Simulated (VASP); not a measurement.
# W4S in VASP: further runs

The runs below take W4S through single point, with PBE.

Everything below comes from runs of VASP 6.6.1. Logs are shortened: lines on timing, memory, paths and dates and some standing lists are left out, and cuts for length are marked.

## (1) The cell of the first run

The cell holds a slab with vacuum, 5 atoms: a = 3.184 Å, b = 3.184 Å, c = 20.143 Å, α = 90.00°, β = 90.00°, γ = 90.00°.

## (2) Single point, PBE

Contents of INCAR:

```
PREC = Accurate
ENCUT = 520
EDIFF = 1E-6
ISMEAR = 0
SIGMA = 0.1
LREAL = False
LASPH = True
NELM = 100
ALGO = Normal
ISIF = 2
LWAVE = False
LCHARG = False
LDIPOL = True
IDIPOL = 3
DIPOL = 0.5 0.5 0.359
GGA = PE
NBANDS = 39
```

Contents of KPOINTS:

```
Automatic mesh
0
Gamma
  8 8 1
```

Contents of POSCAR:

```
W4S
1.0
    3.1836991688      0.0000000000      0.0000000000
    0.0000000000      3.1836991688      0.0000000000
    0.0000000000      0.0000000000     20.1425775749
W S
4 1
Direct
    0.5000000000      0.5000000000      0.1985843165
    0.0000000000      0.0000000000      0.2776134069
    0.5000000000      0.5000000000      0.3599451800
    0.0000000000      0.0000000000      0.4290700901
    0.0000000000      0.2500000000      0.5313538605
```

Potentials or basis: VASP PAW PBE potentials, release 64 (W_sv, S).

Command:

```bash
> cat potpaw_PBE.64/W_sv/POTCAR potpaw_PBE.64/S/POTCAR > POTCAR
> mpirun -np 1 vasp_std > vasp.out
```

OUTCAR:

```text
PREC = Accurate
   ENCUT = 520
   EDIFF = 1E-6
   ISMEAR = 0
   LREAL = False
   LASPH = True
   NELM = 100
   ISIF = 2
   GGA = PE

 ion  position               nearest neighbor table
   1  0.500  0.500  0.199-   2 2.76   2 2.76   2 2.76   2 2.76   3 3.25
   2  0.000  0.000  0.278-   1 2.76   1 2.76   1 2.76   1 2.76   3 2.80   3 2.80   3 2.80   3 2.80
                             4 3.05
   3  0.500  0.500  0.360-   4 2.65   4 2.65   4 2.65   4 2.65   2 2.80   2 2.80   2 2.80   2 2.80
                             1 3.25
   4  0.000  0.000  0.429-   5 2.21   3 2.65   3 2.65   3 2.65   3 2.65   2 3.05
   5  0.000  0.250  0.531-   4 2.21

  LATTYP: Found a simple tetragonal cell.
 ALAT       =     3.1836991688
 C/A-ratio  =     6.3267841925

  Lattice vectors:

 A1 = (   3.1836991688,   0.0000000000,   0.0000000000)
 A2 = (   0.0000000000,   3.1836991688,   0.0000000000)
 A3 = (   0.0000000000,   0.0000000000,  20.1425775749)

Analysis of symmetry for initial positions (statically):
=====================================================================
 Subroutine PRICEL returns:
 Original cell was already a primitive cell.

 Routine SETGRP: Setting up the symmetry group for a
 simple tetragonal supercell.

 Subroutine GETGRP returns: Found  2 space group operations
 (whereof  2 operations were pure point group operations)
 out of a pool of 16 trial point group operations.

The static configuration has the point symmetry C_1h.

Analysis of symmetry for dynamics (positions and initial velocities):
=====================================================================
 Subroutine PRICEL returns:
 Original cell was already a primitive cell.

 Routine SETGRP: Setting up the symmetry group for a
 simple tetragonal supercell.

 Subroutine GETGRP returns: Found  2 space group operations
 (whereof  2 operations were pure point group operations)
 out of a pool of 16 trial point group operations.

The dynamic configuration has the point symmetry C_1h.

 Subroutine INISYM returns: Found  2 space group operations
 (whereof  2 operations are pure point group operations),
 and found     1 'primitive' translations

----------------------------------------------------------------------------------------

                                     Primitive cell

  volume of cell :     204.1640

  direct lattice vectors                    reciprocal lattice vectors
     3.183699169  0.000000000  0.000000000     0.314100029  0.000000000  0.000000000
     0.000000000  3.183699169  0.000000000     0.000000000  0.314100029  0.000000000
     0.000000000  0.000000000 20.142577575     0.000000000  0.000000000  0.049646079

  length of vectors
     3.183699169  3.183699169 20.142577575     0.314100029  0.314100029  0.049646079

  position of ions in fractional coordinates (direct lattice)
     0.500000000  0.500000000  0.198584317
     0.000000000  0.000000000  0.277613407
     0.500000000  0.500000000  0.359945180
     0.000000000  0.000000000  0.429070090
     0.000000000  0.250000000  0.531353860

  ion indices of the primitive-cell ions
   primitive index   ion index
                 1           1
                 2           2
                 3           3
                 4           4
                 5           5

----------------------------------------------------------------------------------------

 KPOINTS: Automatic mesh

Automatic generation of k-mesh.
 Grid dimensions read from file:
 generate k-points for:    8    8    1

 Generating k-lattice:

  Cartesian coordinates                     Fractional coordinates (reciprocal lattice)
     0.039262504  0.000000000  0.000000000     0.125000000  0.000000000  0.000000000
     0.000000000  0.039262504  0.000000000     0.000000000  0.125000000  0.000000000
     0.000000000  0.000000000  0.049646079     0.000000000  0.000000000  1.000000000

  Length of vectors
     0.039262504  0.039262504  0.049646079

  Shift w.r.t. Gamma in fractional coordinates (k-lattice)
     0.000000000  0.000000000  0.000000000

 Subroutine IBZKPT returns following result:
 ===========================================

 Found     25 irreducible k-points:

 Following reciprocal coordinates:
            Coordinates               Weight
  0.000000  0.000000  0.000000      1.000000
  0.125000  0.000000  0.000000      2.000000
  0.000000  0.125000  0.000000      2.000000
  0.250000  0.000000  0.000000      2.000000
  0.000000  0.250000  0.000000      2.000000
  0.375000  0.000000  0.000000      2.000000
[... 16 lines left out ...]
  0.500000  0.375000  0.000000      2.000000
 -0.375000  0.500000  0.000000      2.000000
   k-points           NKPTS =     25   k-points in BZ     NKDIM =     25   number of bands    NBANDS=     39
   number of dos      NEDOS =    301   number of ions     NIONS =      5
   total plane-waves  NPLWV =  86400
   dimension x,y,z NGX =    24 NGY =   24 NGZ =  150
   dimension x,y,z NGXF=    48 NGYF=   48 NGZF=  300
   ions per type =               4   1
   NGX,Y,Z   is equivalent  to a cutoff of  12.53, 12.53, 12.38 a.u.
   NGXF,Y,Z  is equivalent  to a cutoff of  25.06, 25.06, 24.76 a.u.
 SYSTEM =  unknown system
   PREC   = accura    normal or accurate (medium, high low for compatibility)
   ISTART =      0    job   : 0-new  1-cont  2-samecut
   ICHARG =      2    charge: 1-file 2-atom 10-const
   ISPIN  =      1    spin polarized calculation?
   LNONCOLLINEAR =      F non collinear calculations
   LSORBIT =      F    spin-orbit coupling
   LASPH  =      T    aspherical Exc in radial PAW
   ENCUT  =  520.0 eV  38.22 Ry    6.18 a.u.   5.92  5.92 37.45*2*pi/ulx,y,z
   NELM   =    100;   NELMIN=  2; NELMDL= -5     # of ELM steps
   EDIFF  = 0.1E-05   stopping-criterion for ELM
   LREAL  =      F    real-space projection
   EDIFFG = 0.1E-04   stopping-criterion for IOM
   NSW    =      0    number of steps for IOM
   IBRION =     -1    ionic relax: 0-MD 1-quasi-New 2-CG
   NFREE  =      0    steps in history (QN), initial steepest desc. (CG)
   ISIF   =      2    stress and relaxation
   ISYM   =      2    0-nonsym 1-usesym 2-fastsym
   POTIM  = 0.5000    time-step for ionic-motion
   TEBEG  =    0.0;   TEEND  =   0.0 temperature during run
   PSTRESS=    0.0 pullay stress
   NELECT =      62.0000    total number of electrons
   NUPDOWN=      -1.0000    fix difference up-down
   EMIN   =  10.00;   EMAX   =-10.00  energy-range for DOS
   EFERMI =   0.00;   METHOD = LEGACY
   ISMEAR =     0;   SIGMA  =   0.10  broadening in eV -4-tet -1-fermi 0-gaus
   EFERMI_NEDOS =   21; number of points for ismear=-14 and -15
   IALGO  =     38    algorithm
   IMIX   =      4    mixing-type and parameters
     AMIX     =   0.40;   BMIX     =  1.00
     AMIX_MAG =   1.60;   BMIX_MAG =  1.00
  volume/ion in A,a.u.               =      40.83       275.55
  Fermi-wavevector in a.u.,A,eV,Ry     =   1.100388  2.079431 16.474654  1.210853
  Thomas-Fermi vector in A             =   2.236798
   LORBIT       =      0    0 simple, 1 ext, 2 COOP (PROOUT), +10 PAW based schemes
   GGA     = PE    functional components
   LHFCALC =     F    Hartree Fock is set to
   AEXX    =    0.0000 exact exchange contribution
   IVDW    =     0    specifies the selected vdW correction
   LEPSILON=     F    determine dielectric tensor
   LRPA    =     F    only Hartree local field effects (RPA)
 non-spin polarized calculation
 Gauss-broadening in eV      SIGMA  =   0.10
  energy-cutoff  :      520.00
  volume of cell :      204.16
 maximum number of plane-waves:      5576
   NGX = 11   NGY = 11   NGZ = 75

 dipolmoment           0.000000      0.000000     -0.013022 electrons x Angstroem

 number of electron      61.9999993 magnetization

 dipolmoment           0.000000      0.000000      0.073233 electrons x Angstroem

 Free energy of the ion-electron system (eV)
  ---------------------------------------------------
  ext. energy  EPLUGINS =         0.00000000
  ---------------------------------------------------
  free energy    TOTEN  =       -52.13327727 eV

  energy without entropy =      -52.10848737  energy(sigma->0) =      -52.12088232

 E-fermi :   1.0971     XC(G=0):  -6.2312

 val. band max:        1.0863780205   @ k =   0.0000   0.1250   0.0000
 cond. band min:       1.1246886951   @ k =   0.2500   0.0000   0.0000
 fundamental gap:      0.0383106746
 Fermi energy:         1.0970550351

 k-point     1 :       0.0000    0.0000    0.0000
  band No.  band energies     occupation
      1     -72.7907      2.00000
      2     -72.7558      2.00000
      3     -72.6731      2.00000
      4     -72.5008      2.00000
      5     -37.2297      2.00000
      6     -37.2220      2.00000
[... 31 lines left out ...]
     38       4.0104      0.00000
     39       4.3482      0.00000

 k-point     2 :       0.1250    0.0000    0.0000
  band No.  band energies     occupation
      1     -72.7837      2.00000
      2     -72.7512      2.00000
      3     -72.6757      2.00000
      4     -72.5053      2.00000
      5     -37.3165      2.00000
      6     -37.2318      2.00000
[... 31 lines left out ...]
     38       3.6107      0.00000
     39       3.7091      0.00000

 k-point     3 :       0.0000    0.1250    0.0000
  band No.  band energies     occupation
      1     -72.7837      2.00000
      2     -72.7512      2.00000
      3     -72.6756      2.00000
      4     -72.5053      2.00000
      5     -37.3251      2.00000
      6     -37.2315      2.00000
[... 832 lines left out ...]
 k-point    23 :       0.5000    0.3750    0.0000
  band No.  band energies     occupation
      1     -72.7169      2.00000
      2     -72.7092      2.00000
      3     -72.7051      2.00000
      4     -72.5304      2.00000
      5     -37.5139      2.00000
      6     -37.4897      2.00000
[... 31 lines left out ...]
     38       4.6107      0.00000
     39       4.6514      0.00000

 k-point    24 :      -0.3750    0.5000    0.0000
  band No.  band energies     occupation
      1     -72.7169      2.00000
      2     -72.7092      2.00000
      3     -72.7051      2.00000
      4     -72.5304      2.00000
      5     -37.5111      2.00000
      6     -37.4959      2.00000
[... 31 lines left out ...]
     38       4.5849      0.00000
     39       4.6418      0.00000

 [... further k-points ...]

------------------------ aborting loop because EDIFF is reached ----------------------------------------

 vacuum level on the upper side and lower side of the slab       (xc-potential included)         0.443        -0.868

  FORCE on cell =-STRESS in cart. coord.  units (eV):
  Direction    XX          YY          ZZ          XY          YZ          ZX
  --------------------------------------------------------------------------------------
  -------------------------------------------------------------------------------------
  Total       -2.9149048     -4.1794951      0.1524038      0.0000000      1.3135145      0.0000000
  in kB      -22.8747240    -32.7985999      1.1959891      0.0000000     10.3078090      0.0000000
  external PRESSURE =     -18.1591116 kB  Pullay stress =       0.0000000 kB

 VOLUME and BASIS-vectors are now :
 -----------------------------------------------------------------------------
  energy-cutoff  :      520.00
  volume of cell :      204.16
      direct lattice vectors                 reciprocal lattice vectors
     3.183699169  0.000000000  0.000000000     0.314100029  0.000000000  0.000000000
     0.000000000  3.183699169  0.000000000     0.000000000  0.314100029  0.000000000
     0.000000000  0.000000000 20.142577575     0.000000000  0.000000000  0.049646079

 POSITION                                       TOTAL-FORCE (eV/Angst)
 -----------------------------------------------------------------------------------
      1.59185      1.59185      4.00000         0.000000     -0.010942      2.014495
      0.00000      0.00000      5.59185         0.000000      0.067308     -2.199429
      1.59185      1.59185      7.25022         0.000000     -0.520559     -2.040283
      0.00000      0.00000      8.64258         0.000000      0.103297      2.221874
      0.00000      0.79592     10.70284         0.000000      0.360895      0.003342
 -----------------------------------------------------------------------------------
    total drift:                                0.000000     -0.000017     -0.000001

  FREE ENERGIE OF THE ION-ELECTRON SYSTEM (eV)
  ---------------------------------------------------
  free  energy   TOTEN  =       -52.1332772695 eV

  energy  without entropy=      -52.1084873719  energy(sigma->0) =      -52.12088232

 vacuum level on the upper side and lower side of the slab         6.509         5.132
```

It took 4.8 min on 1 thread of Intel Xeon Platinum 8259CL at 2.50GHz (Skylake/Cascade Lake), shared host; peak memory 0.36 GiB.

Results:

```yaml
Free_energy: -52.1333 eV
Largest_force: 2.224 eV/Å
Band_gap_on_the_k_mesh: zero (bands 31 and 32 overlap by 1.90 eV)
```

Forces on the atoms (eV/Å):
```
W    0.000 -0.011  2.014
W    0.000  0.067 -2.199
W    0.000 -0.521 -2.040
W    0.000  0.103  2.222
S    0.000  0.361  0.003
```

Levels at points of the mesh, in eV from the Fermi level:
```
           k point  band 28  band 29  band 30  band 31  band 32  band 33  band 34  band 35
(0.00, 0.00, 0.00)    -0.72    -0.63    -0.30    -0.18     0.26     0.29     0.81     1.04
(0.50, 0.00, 0.00)    -0.82    -0.59    -0.30     0.43     0.56     0.61     0.95     1.89
(0.00, 0.50, 0.00)    -0.99    -0.64    -0.11     0.46     0.58     0.69     1.10     2.10
(0.50, 0.50, 0.00)    -1.92    -1.02    -0.64     1.76     2.01     2.06     2.57     2.66
```

Caveat: spin-orbit coupling is left out, which moves the levels of the heavy elements.

## (3) Single point, PBE

Contents of INCAR:

```
SYSTEM = W4S
PREC = Accurate ; ENCUT = 520
EDIFF = 1E-6 ; ISMEAR = 0
SIGMA = 0.1 ; LREAL = .FALSE.
LASPH = .TRUE. ; NELM = 80
ALGO = Normal ; ISIF = 2
LWAVE = .FALSE. ; LCHARG = .TRUE.
LDIPOL = .TRUE. ; IDIPOL = 3
DIPOL = 0.5 0.5 0.355 ; GGA = PE
LELF = .TRUE. ; LVHAR = .TRUE.
LVACPOTAV = .TRUE. ; NBANDS = 39
```

Contents of KPOINTS:

```
Automatic mesh
0
G
  8 8 1
  0 0 0
```

Edit POSCAR of step 2 so:

```diff
@@ -12,2 +12,2 @@
     0.0000000000      0.0000000000      0.4290700901
-    0.0000000000      0.2500000000      0.5313538605
+    0.2500000000      0.5000000000      0.5084803024
```

Potentials or basis: VASP PAW PBE potentials, release 64 (W_sv, S).

Command:

```bash
> cat potpaw_PBE.64/W_sv/POTCAR potpaw_PBE.64/S/POTCAR > POTCAR
> mpirun -np 1 vasp_std > vasp.out
```

It took 4.5 min on 1 thread of Intel Xeon Platinum 8259CL at 2.50GHz (Skylake/Cascade Lake), shared host; peak memory 0.37 GiB.

The run converged. Its results:

```
Free energy            : -52.6221 eV
Largest force          : 2.109 eV/Å
Band gap on the k mesh : zero (bands 31 and 32 overlap by 0.98 eV)
```

Forces in eV/Å, atoms in the order of the input:
```
W   -0.099  0.000  2.107
W    0.167  0.000 -1.961
W   -0.608  0.000 -2.020
W    0.381  0.000  1.871
S    0.159  0.000  0.004
```

Levels at points of the mesh, in eV from the Fermi level:
| k point | band 28 | band 29 | band 30 | band 31 | band 32 | band 33 | band 34 | band 35 |
| --- | --- | --- | --- | --- | --- | --- | --- | --- |
| (0.00, 0.00, 0.00) | -0.88 | -0.84 | -0.32 | -0.24 | 0.04 | 0.05 | 0.67 | 0.92 |
| (0.50, 0.00, 0.00) | -1.40 | -0.85 | -0.37 | 0.11 | 0.42 | 0.59 | 1.07 | 1.64 |
| (0.00, 0.50, 0.00) | -1.09 | -0.85 | -0.67 | -0.28 | 0.38 | 1.04 | 1.28 | 1.87 |
| (0.50, 0.50, 0.00) | -1.22 | -1.06 | -0.07 | 0.78 | 1.94 | 2.08 | 2.09 | 2.49 |

Caveat: spin-orbit coupling is left out, which moves the levels of the heavy elements.

The gap in the log of VASP goes by the Fermi energy; the results here count the filled bands.